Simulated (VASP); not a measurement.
# La2VO4 (I4/mmm) in VASP: settings compared

The runs below take La2VO4 through single point, with r2SCAN, RPBE, r2SCAN+U.

All numbers are computed with VASP 6.6.1; they aren't measurements. Logs are shortened: lines on timing, memory, paths and dates and some standing lists are left out, and cuts for length are marked.

### Step 1. The cell of the first run

Symmetry: I4/mmm, No. 139, tetragonal system. The conventional cell has a = 3.971 Å, b = 3.971 Å, c = 12.994 Å, α = 90.00°, β = 90.00°, γ = 90.00°. La (site symmetry 4mm) has 9 O at 2.38 to 2.86 Å within 3.1 Å. Within 2.6 Å of V (site symmetry 4/mmm) lie 6 O at 1.99 to 2.34 Å. O (site symmetry mmm) has 2 V at 1.99 Å and 4 La at 2.67 Å and 4 O at 2.81 Å within 2.9 Å. O (site symmetry 4mm) has 1 V at 2.34 Å and 5 La at 2.38 to 2.86 Å and 4 O at 3.07 Å within 3.1 Å.

### Step 2. Single point, r2SCAN

Contents of POSCAR:

```
La2VO4
1.0
    0.0000000000      3.9710753400      0.0000000000
    3.9710753400      0.0000000000      0.0000000000
    1.9855376700      1.9855376700     -6.4970518200
La V O
2 1 4
Direct
    0.3625000000      0.3625000000      0.2750000000
    0.6375000000      0.6375000000      0.7250000000
    0.0000000000      0.0000000000      0.0000000000
    0.5000000000      0.0000000000      0.0000000000
    0.0000000000      0.5000000000      0.0000000000
    0.1797000000      0.1797000000      0.6406000000
    0.8203000000      0.8203000000      0.3594000000
```

Contents of INCAR.step1:

```
ALGO = Normal ; EDIFF = 1E-4
ENCUT = 520 ; GGA = PE
ISMEAR = -1 ; LASPH = T
LCHARG = F ; LREAL = F
LWAVE = T ; NBANDS = 38
NELECT = 57.0 ; NELM = 100
PREC = Accurate ; SIGMA = 0.1
```

Contents of INCAR.step2:

```
ALGO = Normal ; EDIFF = 1E-6
ENCUT = 520 ; ISIF = 2
ISMEAR = -1 ; ISTART = 1
LASPH = T ; LCHARG = F
LMIXTAU = T ; LREAL = F
LWAVE = F ; METAGGA = R2SCAN
NBANDS = 38 ; NELECT = 57.0
NELM = 100 ; PREC = Accurate
SIGMA = 0.1
```

Contents of KPOINTS:

```
k-points
0
Gamma
  5 5 5
```

Potentials or basis: VASP PAW PBE potentials, release 64 (La, V_sv, O).

The run is started by

```bash
$ cat potpaw_PBE.64/La/POTCAR potpaw_PBE.64/V_sv/POTCAR potpaw_PBE.64/O/POTCAR > POTCAR
$ cp INCAR.step1 INCAR
$ mpirun -np 1 vasp_std > vasp.out
$ cp INCAR.step2 INCAR
$ mpirun -np 1 vasp_std > vasp.out
```

OUTCAR:

```text
EDIFF = 1E-6
   ENCUT = 520
   ISIF = 2
   ISMEAR = -1
   ISTART = 1
   LASPH = T
   LREAL = F
   METAGGA = R2SCAN
   NELECT = 57.0
   NELM = 100
   PREC = Accurate

 ion  position               nearest neighbor table
   1  0.362  0.362  0.275-   6 2.38   5 2.67   4 2.67   4 2.67   5 2.67   2 3.57
   2  0.638  0.638  0.725-   7 2.38   5 2.67   4 2.67   4 2.67   5 2.67   1 3.57
   3  0.000  0.000  0.000-   4 1.99   5 1.99   5 1.99   4 1.99   6 2.34   7 2.34
   4  0.500  0.000  0.000-   3 1.99   3 1.99   1 2.67   2 2.67   1 2.67   2 2.67
   5  0.000  0.500  0.000-   3 1.99   3 1.99   1 2.67   2 2.67   2 2.67   1 2.67
   6  0.180  0.180  0.641-   3 2.34   1 2.38
   7  0.820  0.820  0.359-   3 2.34   2 2.38

  LATTYP: Found a body centered tetragonal cell.
 ALAT       =     3.9710753400
 C/A-ratio  =     3.2721876387

  Lattice vectors:

 A1 = (  -1.9855376700,   1.9855376700,   6.4970518200)
 A2 = (   1.9855376700,  -1.9855376700,   6.4970518200)
 A3 = (   1.9855376700,   1.9855376700,  -6.4970518200)

Analysis of symmetry for initial positions (statically):
=====================================================================
 Subroutine PRICEL returns:
 Original cell was already a primitive cell.

 Routine SETGRP: Setting up the symmetry group for a
 body centered tetragonal supercell.

 Subroutine GETGRP returns: Found 16 space group operations
 (whereof 16 operations were pure point group operations)
 out of a pool of 16 trial point group operations.

The static configuration has the point symmetry D_4h.

Analysis of symmetry for dynamics (positions and initial velocities):
=====================================================================
 Subroutine PRICEL returns:
 Original cell was already a primitive cell.

 Routine SETGRP: Setting up the symmetry group for a
 body centered tetragonal supercell.

 Subroutine GETGRP returns: Found 16 space group operations
 (whereof 16 operations were pure point group operations)
 out of a pool of 16 trial point group operations.

The dynamic configuration has the point symmetry D_4h.

 Subroutine INISYM returns: Found 16 space group operations
 (whereof 16 operations are pure point group operations),
 and found     1 'primitive' translations

----------------------------------------------------------------------------------------

                                     Primitive cell

  volume of cell :     102.4549

  direct lattice vectors                    reciprocal lattice vectors
     0.000000000  3.971075340  0.000000000     0.000000000  0.251820959  0.076957982
     3.971075340  0.000000000  0.000000000     0.251820959  0.000000000  0.076957982
     1.985537670  1.985537670 -6.497051820     0.000000000  0.000000000 -0.153915965

  length of vectors
     3.971075340  3.971075340  7.077881182     0.263317919  0.263317919  0.153915965

  position of ions in fractional coordinates (direct lattice)
     0.362500000  0.362500000  0.275000000
     0.637500000  0.637500000  0.725000000
     0.000000000  0.000000000  0.000000000
     0.500000000  0.000000000  0.000000000
     0.000000000  0.500000000  0.000000000
     0.179700000  0.179700000  0.640600000
     0.820300000  0.820300000  0.359400000

  ion indices of the primitive-cell ions
   primitive index   ion index
                 1           1
                 2           2
                 3           3
                 4           4
                 5           5
                 6           6
                 7           7

----------------------------------------------------------------------------------------

 KPOINTS: k-points

Automatic generation of k-mesh.
 Grid dimensions read from file:
 generate k-points for:    5    5    5

 Generating k-lattice:

  Cartesian coordinates                     Fractional coordinates (reciprocal lattice)
     0.000000000  0.050364192  0.015391596     0.200000000  0.000000000  0.000000000
     0.050364192  0.000000000  0.015391596     0.000000000  0.200000000  0.000000000
     0.000000000  0.000000000 -0.030783193     0.000000000  0.000000000  0.200000000

  Length of vectors
     0.052663584  0.052663584  0.030783193

  Shift w.r.t. Gamma in fractional coordinates (k-lattice)
     0.000000000  0.000000000  0.000000000

 Subroutine IBZKPT returns following result:
 ===========================================

 Found     18 irreducible k-points:

 Following reciprocal coordinates:
            Coordinates               Weight
  0.000000  0.000000  0.000000      1.000000
  0.200000  0.000000 -0.000000      8.000000
  0.400000  0.000000 -0.000000      8.000000
  0.200000  0.200000 -0.000000      8.000000
  0.400000  0.200000 -0.000000     16.000000
 -0.400000  0.200000  0.000000     16.000000
[... 10 lines left out ...]
  0.000000  0.000000  0.400000      2.000000
 -0.200000  0.000000  0.400000      4.000000
   k-points           NKPTS =     18   k-points in BZ     NKDIM =     18   number of bands    NBANDS=     38
   number of dos      NEDOS =    301   number of ions     NIONS =      7
   total plane-waves  NPLWV =  48600
   dimension x,y,z NGX =    30 NGY =   30 NGZ =   54
   dimension x,y,z NGXF=    60 NGYF=   60 NGZF=  108
   ions per type =               2   1   4
   NGX,Y,Z   is equivalent  to a cutoff of  12.56, 12.56, 12.68 a.u.
   NGXF,Y,Z  is equivalent  to a cutoff of  25.12, 25.12, 25.37 a.u.
 SYSTEM =  unknown system
   PREC   = accura    normal or accurate (medium, high low for compatibility)
   ISTART =      1    job   : 0-new  1-cont  2-samecut
   ICHARG =      0    charge: 1-file 2-atom 10-const
   ISPIN  =      1    spin polarized calculation?
   LNONCOLLINEAR =      F non collinear calculations
   LSORBIT =      F    spin-orbit coupling
   LASPH  =      T    aspherical Exc in radial PAW
   ENCUT  =  520.0 eV  38.22 Ry    6.18 a.u.   7.38  7.38 13.16*2*pi/ulx,y,z
   NELM   =    100;   NELMIN=  2; NELMDL=  0     # of ELM steps
   EDIFF  = 0.1E-05   stopping-criterion for ELM
   LREAL  =      F    real-space projection
   EDIFFG = 0.1E-04   stopping-criterion for IOM
   NSW    =      0    number of steps for IOM
   IBRION =     -1    ionic relax: 0-MD 1-quasi-New 2-CG
   NFREE  =      0    steps in history (QN), initial steepest desc. (CG)
   ISIF   =      2    stress and relaxation
   ISYM   =      2    0-nonsym 1-usesym 2-fastsym
   POTIM  = 0.5000    time-step for ionic-motion
   TEBEG  =    0.0;   TEEND  =   0.0 temperature during run
   PSTRESS=    0.0 pullay stress
   NELECT =      57.0000    total number of electrons
   NUPDOWN=      -1.0000    fix difference up-down
   EMIN   =  10.00;   EMAX   =-10.00  energy-range for DOS
   EFERMI =   0.00;   METHOD = LEGACY
   ISMEAR =    -1;   SIGMA  =   0.10  broadening in eV -4-tet -1-fermi 0-gaus
   EFERMI_NEDOS =   21; number of points for ismear=-14 and -15
   IALGO  =     38    algorithm
   IMIX   =      4    mixing-type and parameters
     AMIX     =   0.40;   BMIX     =  1.00
     AMIX_MAG =   1.60;   BMIX_MAG =  1.00
  volume/ion in A,a.u.               =      14.64        98.77
  Fermi-wavevector in a.u.,A,eV,Ry     =   1.346446  2.544414 24.666229  1.812917
  Thomas-Fermi vector in A             =   2.474277
   LORBIT       =      0    0 simple, 1 ext, 2 COOP (PROOUT), +10 PAW based schemes
   METAGGA = R2SCAN    functional components
   LHFCALC =     F    Hartree Fock is set to
   AEXX    =    0.0000 exact exchange contribution
   IVDW    =     0    specifies the selected vdW correction
   LEPSILON=     F    determine dielectric tensor
   LRPA    =     F    only Hartree local field effects (RPA)
 non-spin polarized calculation
  energy-cutoff  :      520.00
  volume of cell :      102.45
 maximum number of plane-waves:      2793
 NGX is ok and might be reduce to    30
   NGX = 15   NGY = 15   NGZ = 27

 number of electron      57.0000002 magnetization

 Free energy of the ion-electron system (eV)
  ---------------------------------------------------
  ext. energy  EPLUGINS =         0.00000000
  ---------------------------------------------------
  free energy    TOTEN  =      -136.35530175 eV

  energy without entropy =     -136.23954168  energy(sigma->0) =     -136.29742171

 E-fermi :   7.0948     XC(G=0): -11.3245

 val. band max:        7.0829595809   @ k =  -0.4000   0.0000   0.2000
 cond. band min:       7.1356181404   @ k =   0.0000   0.0000   0.4000
 fundamental gap:      0.0526585595
 Fermi energy:         7.0947889786

 k-point     1 :       0.0000    0.0000    0.0000
  band No.  band energies     occupation
      1     -61.4100      2.00000
      2     -34.0872      2.00000
      3     -34.0872      2.00000
      4     -33.9544      2.00000
      5     -24.8750      2.00000
      6     -24.7206      2.00000
[... 30 lines left out ...]
     37      11.5299      0.00000
     38      11.5970      0.00000

 k-point     2 :       0.2000    0.0000   -0.0000
  band No.  band energies     occupation
      1     -61.4098      2.00000
      2     -34.0958      2.00000
      3     -34.0869      2.00000
      4     -33.9540      2.00000
      5     -24.8478      2.00000
      6     -24.7174      2.00000
[... 30 lines left out ...]
     37      11.5258      0.00000
     38      11.5963      0.00000

 k-point     3 :       0.4000    0.0000   -0.0000
  band No.  band energies     occupation
      1     -61.4096      2.00000
      2     -34.1096      2.00000
      3     -34.0863      2.00000
      4     -33.9533      2.00000
      5     -24.7991      2.00000
      6     -24.7163      2.00000
[... 30 lines left out ...]
     37      11.5147      0.00000
[... 535 lines left out ...]
 k-point    17 :       0.0000    0.0000    0.4000
  band No.  band energies     occupation
      1     -61.4100      2.00000
      2     -34.0872      2.00000
      3     -34.0872      2.00000
      4     -33.9544      2.00000
      5     -24.8241      2.00000
      6     -24.7732      2.00000
[... 30 lines left out ...]
     37      11.5255      0.00000
     38      11.5438      0.00000

 k-point    18 :      -0.2000    0.0000    0.4000
  band No.  band energies     occupation
      1     -61.4098      2.00000
      2     -34.0958      2.00000
      3     -34.0869      2.00000
      4     -33.9540      2.00000
      5     -24.7964      2.00000
      6     -24.7701      2.00000
[... 30 lines left out ...]
     37      11.5420      0.00000
     38      11.5505      0.00000

------------------------ aborting loop because EDIFF is reached ----------------------------------------

  FORCE on cell =-STRESS in cart. coord.  units (eV):
  Direction    XX          YY          ZZ          XY          YZ          ZX
  --------------------------------------------------------------------------------------
  -------------------------------------------------------------------------------------
  Total      -31.4473008    -31.4473008    -32.5854432      0.0000000      0.0000000     -0.0000000
  in kB     -491.7692543   -491.7692543   -509.5673932      0.0000000      0.0000000     -0.0000000
  external PRESSURE =    -497.7019672 kB  Pullay stress =       0.0000000 kB

 VOLUME and BASIS-vectors are now :
 -----------------------------------------------------------------------------
  energy-cutoff  :      520.00
  volume of cell :      102.45
      direct lattice vectors                 reciprocal lattice vectors
     0.000000000  3.971075340  0.000000000     0.000000000  0.251820959  0.076957982
     3.971075340  0.000000000  0.000000000     0.251820959  0.000000000  0.076957982
     1.985537670  1.985537670 -6.497051820     0.000000000  0.000000000 -0.153915965

 POSITION                                       TOTAL-FORCE (eV/Angst)
 -----------------------------------------------------------------------------------
      1.98554      1.98554     -1.78669        -0.000000     -0.000000     -2.585062
      3.97108      3.97108     -4.71036         0.000000      0.000000      2.585062
      0.00000      0.00000      0.00000        -0.000000     -0.000000     -0.000000
      0.00000      1.98554      0.00000         0.000000      0.000000     -0.000000
      1.98554      0.00000      0.00000         0.000000      0.000000     -0.000000
      1.98554      1.98554     -4.16201         0.000000      0.000000     -2.697565
      3.97108      3.97108     -2.33504        -0.000000     -0.000000      2.697565
 -----------------------------------------------------------------------------------
    total drift:                               -0.000000     -0.000000      0.000000

  FREE ENERGIE OF THE ION-ELECTRON SYSTEM (eV)
  ---------------------------------------------------
  free  energy   TOTEN  =      -136.3553017451 eV

  energy  without entropy=     -136.2395416822  energy(sigma->0) =     -136.29742171
```

It took 23 min on 1 thread of Intel Xeon Platinum 8488C (Sapphire Rapids), shared host; peak memory 0.27 GiB.

What came out:

* Free energy: -136.3553 eV
* Largest force: 2.698 eV/Å

Forces on the atoms (eV/Å):
```
La   0.000  0.000 -2.585
La   0.000  0.000  2.585
V    0.000  0.000  0.000
O    0.000  0.000  0.000
O    0.000  0.000  0.000
O    0.000  0.000 -2.698
O    0.000  0.000  2.698
```

Levels at points of the mesh, in eV from the Fermi level:
| k point | band 26 | band 27 | band 28 | band 29 | band 30 | band 31 |
| --- | --- | --- | --- | --- | --- | --- |
| (0.00, 0.00, 0.00) | -1.32 | -1.27 | -1.27 | -0.74 | -0.26 | -0.26 |

Caveat: the cell carries a net charge on a neutralising background, which shifts energy and pressure; the cell is charged against a uniform background, so pressure and absolute levels hang on convention; the PAW data sets were made with another functional, which shifts forces and pressure a little; spin-orbit coupling is left out, which moves the levels of the heavy elements; an odd number of electrons without spin polarisation forces a metal; a magnetic or distorted state may lie lower; the run has no spin polarisation, though such a crystal can be magnetic; semilocal functionals often make such compounds metallic where correlation or magnetic order opens a gap, which also shifts bond lengths.

[end of part 1 of 2]
